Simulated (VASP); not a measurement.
Here is a VASP 6.6.1 calculation.

Contents of INCAR:

```
SYSTEM = F
ALGO = Normal
EDIFF = 1E-7
ENCUT = 520
GGA = PE
ISIF = 2
ISMEAR = 0
IVDW = 12
LASPH = .TRUE.
LCHARG = .FALSE.
LREAL = .FALSE.
LWAVE = .FALSE.
NBANDS = 22
NELM = 100
PREC = Accurate
SIGMA = 0.05
```

Contents of KPOINTS:

```
k-points
0
G
  8 8 4
  0 0 0
```

File POSCAR:

```
F
1.0
    2.9231372081     -1.7849274130      0.3084872468
    2.9231372081      1.7849274130      0.3084872468
   -0.8380596229      0.0000000000      6.7227506733
F
4
Direct
    0.9138648456      0.5855481450      0.0939279973
    0.4144518550      0.0861351544      0.4060720027
    0.0861351544      0.4144518550      0.9060720027
    0.5855481450      0.9138648456      0.5939279973
```

Potentials or basis: VASP PAW PBE potentials, release 64 (F).

The run is started by

```sh
$ cat potpaw_PBE.64/F/POTCAR > POTCAR
$ mpirun -np 1 vasp_std > vasp.out
```

(1) What does it give for the band gap on the k mesh?

(2) What does it give for the dispersion energy per atom?

Answers

(1) 3.02 eV.

(2) -0.026 eV.
